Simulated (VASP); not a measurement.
# Al: single point with PBEsol

Al:

```xyz
1
Lattice="-0.1012 2.0240 2.0240 2.0240 -0.1012 2.0240 1.9228 1.9228 0.0000" Properties=species:S:1:pos:R:3 pbc="T T T"
Al    0.0000    0.0000    0.0000
```

This cell differs from its parent crystal: strain -0.1000 x Voigt [0, 0, 0, 0, 0, 1].

```yaml
Program: VASP 6.6.1
Task: single point
Functional: PBEsol
Potentials_or_basis: VASP PAW PBE potentials, release 64 (Al)
Cutoff: 520 eV
k_mesh: 20 × 20 × 20
Occupations: gaussian, width 0.15 eV
Spin: no spin polarisation
```

```yaml
Pressure: -0.9 GPa
Band_gap_on_the_k_mesh: zero (an odd number of electrons rules out a gap without spin polarisation)
```

Stress tensor (GPa, compression positive):
```
-0.40  3.59  0.00
 3.59 -0.40  0.00
 0.00  0.00 -1.89
```

Levels at points of the mesh, in eV from the Fermi level:
```csv
k point,band 1,band 2,band 3,band 4
"(0.00, 0.00, 0.00)",-11.12,11.09,12.32,12.40
"(0.50, 0.00, 0.00)",-4.97,-4.84,11.10,11.53
"(0.50, 0.50, 0.00)",-2.93,-1.65,3.89,4.74
"(0.00, 0.00, 0.50)",-4.31,-3.74,10.14,10.27
"(0.50, 0.00, 0.50)",-2.90,-1.55,5.27,5.61
```

It took 100 s on 1 thread of Intel Xeon 8259CL (shared host), peak memory 0.24 GiB.

Caveat: the cell differs from its parent crystal (strain -0.1000 x Voigt [0, 0, 0, 0, 0, 1]); the PAW data sets were made with another functional, which shifts forces and pressure a little.
